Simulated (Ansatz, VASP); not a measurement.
## Two plane-wave programs on BeIr3

```
Be Ir
1.0
     3.77754    0.00000    0.00000
     0.00000    3.77754    0.00000
     0.00000    0.00000    3.77754
Be Ir
1 3
Direct
  0.00000 0.00000 0.00000
  0.00000 0.50000 0.50000
  0.50000 0.00000 0.50000
  0.50000 0.50000 0.00000
```

Alike in both runs: functional PBE; k mesh 12 × 12 × 12; occupations gaussian, width 0.1 eV; no spin polarisation.

Ansatz relaxed the structure, and its values are those at the end. VASP's run is a single point on that final structure, the one shown.

```csv
,VASP,Ansatz
version,VASP 6.6.1,Ansatz 0.2.0
potentials or method,"VASP PAW PBE potentials, release 64 (Be, Ir), cutoff 520 eV","scalar-relativistic, plane waves, PAW"
valence electrons in the cell,29,53
```

```csv
,VASP,Ansatz,Ansatz less VASP
gap on the k mesh at the Fermi level (eV),none,none,-
pressure (GPa),0.4,0.0,-0.35
```

A gap of «none» marks a metal or a gap that the smearing closes. VASP's potentials hold 29 valence electrons a cell and Ansatz's 53, so a difference there can come from the potentials and not from the codes.

Spin-orbit coupling is off throughout.
